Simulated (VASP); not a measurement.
# InSb (I-4m2) in VASP: further runs

Runs on InSb. Level: PBEsol. Tasks: single point.

All numbers are computed with VASP 6.6.1; they aren't measurements. Logs are shortened: lines on timing, memory, paths and dates and some standing lists are left out, and cuts for length are marked.

## 1. The cell of the first run

Symmetry: I-4m2, No. 119, tetragonal system. Conventional cell: a = 4.241 Å, b = 4.241 Å, c = 7.041 Å, α = 90.00°, β = 90.00°, γ = 90.00°. In (site symmetry -4m2) has 4 Sb at 2.76 Å within 3.6 Å. Sb (site symmetry -4m2) has 4 In at 2.76 Å within 3.6 Å.

## 2. Single point, PBEsol (strain -0.080 along x and y, +0.080 along z)

INCAR reads:

```
ALGO = Normal
EDIFF = 1E-6
ENCUT = 520
GGA = PS
ISIF = 2
ISMEAR = 0
LASPH = True
LCHARG = False
LREAL = False
LWAVE = False
NBANDS = 16
NELM = 80
PREC = Accurate
SIGMA = 0.15
```

KPOINTS reads:

```
k-points
0
Gamma
  16 16 16
```

POSCAR reads:

```
InSb
1.0
    0.0000000000      2.9991347352      3.5207233848
    2.9991347352      0.0000000000      3.5207233848
    2.9991347352      2.9991347352      0.0000000000
In Sb
1 1
Direct
    0.0000000000      0.0000000000      0.0000000000
    0.7500000000      0.7500000000      0.7500000000
```

Potentials or basis: VASP PAW PBE potentials, release 64 (In_d, Sb).

Started as:

```console
cat potpaw_PBE.64/In_d/POTCAR potpaw_PBE.64/Sb/POTCAR > POTCAR
mpirun -np 1 vasp_std > vasp.out
```

OUTCAR:

```text
EDIFF = 1E-6
   ENCUT = 520
   GGA = PS
   ISIF = 2
   ISMEAR = 0
   LASPH = True
   LREAL = False
   NELM = 80
   PREC = Accurate

 ion  position               nearest neighbor table
   1  0.000  0.000  0.000-   2 2.76   2 2.76   2 2.76   2 2.76
   2  0.750  0.750  0.750-   1 2.76   1 2.76   1 2.76   1 2.76

  LATTYP: Found a body centered tetragonal cell.
 ALAT       =     4.2414170179
 C/A-ratio  =     1.6601637471

  Lattice vectors:

 A1 = (  -2.9991347352,   0.0000000000,   3.5207233848)
 A2 = (   2.9991347352,   0.0000000000,   3.5207233848)
 A3 = (   0.0000000000,   2.9991347352,  -3.5207233848)

Analysis of symmetry for initial positions (statically):
=====================================================================
 Subroutine PRICEL returns:
 Original cell was already a primitive cell.

 Routine SETGRP: Setting up the symmetry group for a
 body centered tetragonal supercell.

 Subroutine GETGRP returns: Found  8 space group operations
 (whereof  8 operations were pure point group operations)
 out of a pool of 16 trial point group operations.

The static configuration has the point symmetry D_2d.

Analysis of symmetry for dynamics (positions and initial velocities):
=====================================================================
 Subroutine PRICEL returns:
 Original cell was already a primitive cell.

 Routine SETGRP: Setting up the symmetry group for a
 body centered tetragonal supercell.

 Subroutine GETGRP returns: Found  8 space group operations
 (whereof  8 operations were pure point group operations)
 out of a pool of 16 trial point group operations.

The dynamic configuration has the point symmetry D_2d.

 Subroutine INISYM returns: Found  8 space group operations
 (whereof  8 operations are pure point group operations),
 and found     1 'primitive' translations

----------------------------------------------------------------------------------------

                                     Primitive cell

  volume of cell :      63.3365

  direct lattice vectors                    reciprocal lattice vectors
     0.000000000  2.999134735  3.520723385    -0.166714751  0.166714751  0.142016269
     2.999134735  0.000000000  3.520723385     0.166714751 -0.166714751  0.142016269
     2.999134735  2.999134735  0.000000000     0.166714751  0.166714751 -0.142016269

  length of vectors
     4.624965115  4.624965115  4.241417018     0.275238509  0.275238509  0.275238509

  position of ions in fractional coordinates (direct lattice)
     0.000000000  0.000000000  0.000000000
     0.750000000  0.750000000  0.750000000

  ion indices of the primitive-cell ions
   primitive index   ion index
                 1           1
                 2           2

----------------------------------------------------------------------------------------

 KPOINTS: k-points

Automatic generation of k-mesh.
 Grid dimensions read from file:
 generate k-points for:   16   16   16

 Generating k-lattice:

  Cartesian coordinates                     Fractional coordinates (reciprocal lattice)
    -0.010419672  0.010419672  0.008876017     0.062500000  0.000000000  0.000000000
     0.010419672 -0.010419672  0.008876017     0.000000000  0.062500000  0.000000000
     0.010419672  0.010419672 -0.008876017     0.000000000  0.000000000  0.062500000

  Length of vectors
     0.017202407  0.017202407  0.017202407

  Shift w.r.t. Gamma in fractional coordinates (k-lattice)
     0.000000000  0.000000000  0.000000000

 Subroutine IBZKPT returns following result:
 ===========================================

 Found    349 irreducible k-points:

 Following reciprocal coordinates:
            Coordinates               Weight
  0.000000  0.000000  0.000000      1.000000
  0.062500  0.000000  0.000000      8.000000
  0.125000  0.000000  0.000000      8.000000
  0.187500 -0.000000  0.000000      8.000000
  0.250000  0.000000  0.000000      8.000000
  0.312500  0.000000  0.000000      8.000000
[... 16 lines left out ...]
 -0.125000  0.062500  0.000000      8.000000
 -0.062500  0.062500  0.000000      4.000000
 [... further k-points ...]
   k-points           NKPTS =    349   k-points in BZ     NKDIM =    349   number of bands    NBANDS=     16
   number of dos      NEDOS =    301   number of ions     NIONS =      2
   total plane-waves  NPLWV =  41472
   dimension x,y,z NGX =    36 NGY =   36 NGZ =   32
   dimension x,y,z NGXF=    72 NGYF=   72 NGZF=   64
   ions per type =               1   1
   NGX,Y,Z   is equivalent  to a cutoff of  12.94, 12.94, 12.54 a.u.
   NGXF,Y,Z  is equivalent  to a cutoff of  25.88, 25.88, 25.09 a.u.
 SYSTEM =  unknown system
   PREC   = accura    normal or accurate (medium, high low for compatibility)
   ISTART =      0    job   : 0-new  1-cont  2-samecut
   ICHARG =      2    charge: 1-file 2-atom 10-const
   ISPIN  =      1    spin polarized calculation?
   LNONCOLLINEAR =      F non collinear calculations
   LSORBIT =      F    spin-orbit coupling
[... 113 lines left out ...]
      6      -4.8259      2.00000
[... 8 lines left out ...]
     15      13.4451      0.00000
     16      13.5077      0.00000

 k-point     6 :       0.3125    0.0000    0.0000
  band No.  band energies     occupation
      1      -9.0132      2.00000
      2      -8.9615      2.00000
      3      -8.9408      2.00000
      4      -8.8770      2.00000
      5      -8.8598      2.00000
      6      -4.5265      2.00000
[... 8 lines left out ...]
     15      13.5495      0.00000
     16      13.9464      0.00000

 k-point     7 :       0.3750   -0.0000    0.0000
  band No.  band energies     occupation
      1      -9.0231      2.00000
      2      -8.9583      2.00000
      3      -8.9375      2.00000
      4      -8.8780      2.00000
      5      -8.8562      2.00000
      6      -4.2182      2.00000
[... 8 lines left out ...]
     15      13.8672      0.00000
     16      14.7457      0.00000

 k-point     8 :       0.4375   -0.0000    0.0000
  band No.  band energies     occupation
      1      -9.0299      2.00000
      2      -8.9562      2.00000
      3      -8.9355      2.00000
      4      -8.8785      2.00000
      5      -8.8536      2.00000
      6      -3.9667      2.00000
[... 8 lines left out ...]
     15      14.3699      0.00000
     16      15.3426      0.00000

 k-point     9 :       0.5000    0.0000    0.0000
  band No.  band energies     occupation
      1      -9.0322      2.00000
      2      -8.9555      2.00000
      3      -8.9349      2.00000
      4      -8.8786      2.00000
      5      -8.8526      2.00000
      6      -3.8652      2.00000
[... 8 lines left out ...]
     15      14.7185      0.00000
     16      15.0267      0.00000
[... 172 lines left out ...]
 k-point    19 :      -0.3750    0.0625    0.0000
  band No.  band energies     occupation
      1      -9.0275      2.00000
      2      -8.9562      2.00000
      3      -8.9364      2.00000
      4      -8.8794      2.00000
      5      -8.8548      2.00000
      6      -4.0706      2.00000
[... 8 lines left out ...]
     15      13.7128      0.00000
     16      15.7663      0.00000

 k-point    20 :      -0.3125    0.0625    0.0000
  band No.  band energies     occupation
      1      -9.0186      2.00000
      2      -8.9593      2.00000
      3      -8.9396      2.00000
      4      -8.8791      2.00000
      5      -8.8578      2.00000
      6      -4.3615      2.00000
[... 8 lines left out ...]
     15      13.2930      0.00000
     16      15.0521      0.00000

 k-point    21 :      -0.2500    0.0625    0.0000
  band No.  band energies     occupation
      1      -9.0068      2.00000
      2      -8.9640      2.00000
      3      -8.9437      2.00000
      4      -8.8780      2.00000
      5      -8.8614      2.00000
      6      -4.6681      2.00000
[... 8 lines left out ...]
     15      13.1333      0.00000
     16      14.2418      0.00000

 k-point    22 :      -0.1875    0.0625    0.0000
  band No.  band energies     occupation
      1      -8.9935      2.00000
      2      -8.9699      2.00000
      3      -8.9481      2.00000
      4      -8.8763      2.00000
      5      -8.8649      2.00000
      6      -4.9437      2.00000
[... 8 lines left out ...]
     15      13.2475      0.00000
     16      13.6233      0.00000

 k-point    23 :      -0.1250    0.0625    0.0000
  band No.  band energies     occupation
      1      -8.9830      2.00000
      2      -8.9740      2.00000
      3      -8.9521      2.00000
      4      -8.8743      2.00000
      5      -8.8678      2.00000
      6      -5.1635      2.00000
[... 8 lines left out ...]
     15      13.1529      0.00000
     16      13.5962      0.00000

 k-point    24 :      -0.0625    0.0625    0.0000
  band No.  band energies     occupation
      1      -8.9857      2.00000
      2      -8.9666      2.00000
      3      -8.9549      2.00000
      4      -8.8724      2.00000
      5      -8.8698      2.00000
      6      -5.3145      2.00000
[... 8 lines left out ...]
     15      12.8876      0.00000
     16      13.5124      0.00000

 [... further k-points ...]

------------------------ aborting loop because EDIFF is reached ----------------------------------------

  FORCE on cell =-STRESS in cart. coord.  units (eV):
  Direction    XX          YY          ZZ          XY          YZ          ZX
  --------------------------------------------------------------------------------------
  -------------------------------------------------------------------------------------
  Total        2.4653296      2.4653296      0.2227302      0.0000000      0.0000000      0.0000000
  in kB       62.3636782     62.3636782      5.6342465      0.0000000      0.0000000      0.0000000
  external PRESSURE =      43.4538676 kB  Pullay stress =       0.0000000 kB

 VOLUME and BASIS-vectors are now :
 -----------------------------------------------------------------------------
  energy-cutoff  :      520.00
  volume of cell :       63.34
      direct lattice vectors                 reciprocal lattice vectors
     0.000000000  2.999134735  3.520723385    -0.166714751  0.166714751  0.142016269
     2.999134735  0.000000000  3.520723385     0.166714751 -0.166714751  0.142016269
     2.999134735  2.999134735  0.000000000     0.166714751  0.166714751 -0.142016269

 POSITION                                       TOTAL-FORCE (eV/Angst)
 -----------------------------------------------------------------------------------
      0.00000      0.00000      0.00000         0.000000      0.000000     -0.000000
      4.49870      4.49870      5.28109        -0.000000     -0.000000      0.000000
 -----------------------------------------------------------------------------------
    total drift:                                0.000002      0.000002     -0.000002

  FREE ENERGIE OF THE ION-ELECTRON SYSTEM (eV)
  ---------------------------------------------------
  free  energy   TOTEN  =        -7.5082874597 eV

  energy  without entropy=       -7.5072729812  energy(sigma->0) =       -7.50778022
```

Run time: 8.3 min. Hardware: 1 thread of AMD EPYC 7R13, shared host; peak memory 0.45 GiB.

Results:

- Free energy: -7.5083 eV
- Pressure: 4.3 GPa
- Band gap on the k mesh: zero (band 9 reaches 6.08 eV, above the bottom of band 10 at 5.99 eV)

Stress tensor (GPa, compression positive):
```
6.24 0.00 0.00
0.00 6.24 0.00
0.00 0.00 0.56
```

Caveat: the cell differs from its parent crystal (strain -0.080 along x and y, +0.080 along z); the PAW data sets were made with another functional, which shifts forces and pressure a little; spin-orbit coupling is left out, which moves the levels of the heavy elements.

## 3. Single point, PBEsol (strain +0.000 along x and y, -0.080 along z)

INCAR reads:

```
SYSTEM = InSb
ALGO = Normal
EDIFF = 1E-6
ENCUT = 520
GGA = PS
ISIF = 2
ISMEAR = 0
LASPH = .True.
LCHARG = .False.
LREAL = .False.
LWAVE = .False.
NBANDS = 16
NELM = 80
PREC = Accurate
SIGMA = 0.15
```

KPOINTS reads:

```
k-points
0
Gamma
  16 16 16
  0 0 0
```

POSCAR reads:

```
InSb
1.0
    0.0000000000      3.2599290600      2.9991347352
    3.2599290600      0.0000000000      2.9991347352
    3.2599290600      3.2599290600      0.0000000000
In Sb
1 1
Direct
    0.0000000000      0.0000000000      0.0000000000
    0.7500000000      0.7500000000      0.7500000000
```

Potentials or basis: VASP PAW PBE potentials, release 64 (In_d, Sb).

Started as:

```console
cat potpaw_PBE.64/In_d/POTCAR potpaw_PBE.64/Sb/POTCAR > POTCAR
mpirun -np 1 vasp_std > vasp.out
```

It took 10 min on 1 thread of AMD EPYC 7R13, shared host; peak memory 0.47 GiB.

Results (log left out):

```
Free energy : -7.6098 eV
Pressure    : 4.2 GPa
```

Stress tensor (GPa, compression positive):
```
3.63 0.00 0.00
0.00 3.63 0.00
0.00 0.00 5.37
```

Levels at points of the mesh, in eV from the Fermi level:
```
           k point  band 7  band 8  band 9  band 10  band 11  band 12
(0.00, 0.00, 0.00)   -0.39   -0.39   -0.18     0.00     2.58     2.76
(0.50, 0.00, 0.00)   -6.22   -1.63   -1.10     0.25     3.30     3.87
(0.50, 0.50, 0.00)   -6.21   -3.05   -3.05     0.54     0.61     8.27
(0.50, 0.00, 0.50)   -6.62   -2.61   -2.55     1.05     1.19     7.80
```

Caveat: the cell differs from its parent crystal (strain +0.000 along x and y, -0.080 along z); the PAW data sets were made with another functional, which shifts forces and pressure a little; spin-orbit coupling is left out, which moves the levels of the heavy elements.

## 4. Single point, PBEsol (strain +0.040 along x and y, -0.080 along z)

INCAR reads:

```
SYSTEM = InSb
PREC     = Accurate       ! precision mode
ENCUT    = 520            ! plane-wave cutoff, eV
EDIFF    = 1E-6           ! SCF threshold, eV
ISMEAR   = 0              ! smearing method
SIGMA    = 0.15           ! smearing width, eV
LREAL    = .False.        ! projectors in reciprocal space
LASPH    = .True.         ! aspherical terms in the spheres
NELM     = 100            ! most SCF steps
ALGO     = Normal         ! electronic algorithm
ISIF     = 2              ! what is computed and relaxed
LWAVE    = .False.        ! write WAVECAR
LCHARG   = .False.        ! write CHGCAR
GGA      = PS             ! functional
NBANDS   = 16             ! bands
```

KPOINTS reads:

```
Automatic mesh
0
Gamma
  16 16 16
  0 0 0
```

POSCAR reads:

```
InSb
1.0
    0.0000000000      3.3903262224      2.9991347352
    3.3903262224      0.0000000000      2.9991347352
    3.3903262224      3.3903262224      0.0000000000
In Sb
1 1
Direct
    0.0000000000      0.0000000000      0.0000000000
    0.7500000000      0.7500000000      0.7500000000
```

Started as:

```console
cat potpaw_PBE.64/In_d/POTCAR potpaw_PBE.64/Sb/POTCAR > POTCAR
mpirun -np 1 vasp_std > vasp.out
```

It took 3.7 min on 1 thread of AMD EPYC 9R45 (Zen 5), shared host; peak memory 0.49 GiB.

Results (log left out):

- Free energy: -7.6505 eV
- Pressure: 0.0 GPa
- Band gap on the k mesh: 0.15 eV, indirect (least direct gap 0.44 eV)

Stress tensor (GPa, compression positive):
```
-0.87  0.00  0.00
 0.00 -0.87  0.00
 0.00  0.00  1.73
```

Levels at points of the mesh, in eV from the valence-band top:
```
           k point  band 6  band 7  band 8  band 9  band 10  band 11  band 12  band 13
(0.00, 0.00, 0.00)  -10.79   -0.57   -0.34   -0.34     0.16     2.68     2.94     2.94
(0.50, 0.00, 0.00)   -9.45   -5.73   -1.49   -0.79     0.15     3.33     4.08     5.95
(0.50, 0.50, 0.00)   -8.66   -5.66   -2.77   -2.77     0.55     0.79     7.91     7.91
(0.50, 0.00, 0.50)   -8.97   -6.19   -2.16   -2.09     1.34     1.43     7.19     7.54
```

Caveat: the cell differs from its parent crystal (strain +0.040 along x and y, -0.080 along z); the PAW data sets were made with another functional, which shifts forces and pressure a little; spin-orbit coupling is left out, which moves the levels of the heavy elements. A k mesh can miss the band edges.

## 5. Single point, PBEsol (strain +0.080 along x and y, +0.000 along z)

INCAR reads:

```
SYSTEM = InSb
ALGO = Normal
EDIFF = 1E-6
ENCUT = 520
GGA = PS
ISIF = 2
ISMEAR = 0
LASPH = .True.
LCHARG = .True.
LELF = .True.
LREAL = .False.
LVHAR = .True.
LWAVE = .False.
NBANDS = 16
NELM = 60
PREC = Accurate
SIGMA = 0.15
```

KPOINTS reads:

```
k-points
0
Gamma
  16 16 16
  0 0 0
```

POSCAR reads:

```
InSb
1.0
    0.0000000000      3.5207233848      3.2599290600
    3.5207233848      0.0000000000      3.2599290600
    3.5207233848      3.5207233848      0.0000000000
In Sb
1 1
Direct
    0.0000000000      0.0000000000      0.0000000000
    0.7500000000      0.7500000000      0.7500000000
```

Started as:

```console
cat potpaw_PBE.64/In_d/POTCAR potpaw_PBE.64/Sb/POTCAR > POTCAR
mpirun -np 1 vasp_std > vasp.out
```

Wall time 3.9 min (1 thread of AMD EPYC 9R45 (Zen 5), shared host); peak memory 0.55 GiB.

Results (log left out):

- Free energy: -7.4888 eV
- Pressure: -4.5 GPa
- Band gap on the k mesh: 0.11 eV, indirect (least direct gap 0.23 eV)

Stress tensor (GPa, compression positive):
```
-5.16  0.00  0.00
 0.00 -5.16  0.00
 0.00  0.00 -3.32
```

Levels at points of the mesh, in eV from the valence-band top:
| k point | band 6 | band 7 | band 8 | band 9 | band 10 | band 11 | band 12 | band 13 |
| --- | --- | --- | --- | --- | --- | --- | --- | --- |
| (0.00, 0.00, 0.00) | -9.84 | -1.28 | -0.17 | -0.17 | 0.12 | 2.77 | 2.94 | 2.94 |
| (0.50, 0.00, 0.00) | -8.86 | -5.02 | -1.03 | -0.65 | 0.11 | 3.51 | 3.83 | 5.91 |
| (0.50, 0.50, 0.00) | -8.36 | -5.17 | -2.04 | -2.04 | 0.92 | 1.28 | 7.09 | 7.09 |
| (0.50, 0.00, 0.50) | -8.49 | -5.43 | -1.72 | -1.69 | 1.40 | 1.55 | 6.75 | 6.98 |

Caveat: the cell differs from its parent crystal (strain +0.080 along x and y, +0.000 along z); the PAW data sets were made with another functional, which shifts forces and pressure a little; spin-orbit coupling is left out, which moves the levels of the heavy elements.

## 6. Overview

| cell | gap on the mesh (eV) | pressure (GPa) |
| --- | --- | --- |
| a = 4.625, b = 4.625, c = 4.241 Å, angles 62.7, 62.7, 54.6°, 2 atoms | none | 4.3 |
| a = 4.430, b = 4.430, c = 4.610 Å, angles 58.6, 58.6, 62.7°, 2 atoms | - | 4.2 |
| a = 4.526, b = 4.526, c = 4.795 Å, angles 58.0, 58.0, 64.0°, 2 atoms | 0.15 | 0.0 |
| a = 4.798, b = 4.798, c = 4.979 Å, angles 58.7, 58.7, 62.5°, 2 atoms | 0.11 | -4.5 |

Alike in all rows: task single point; level PBEsol; potentials or basis VASP PAW PBE potentials, release 64 (In_d, Sb); no spin polarisation; k mesh 16 × 16 × 16; cutoff (eV) 520; smearing gaussian 0.15 eV.

Caveats: the PAW data sets were made with another functional, which shifts forces and pressure a little; spin-orbit coupling is left out, which moves the levels of the heavy elements.

Absolute energies hang on the potentials; compare differences alone.
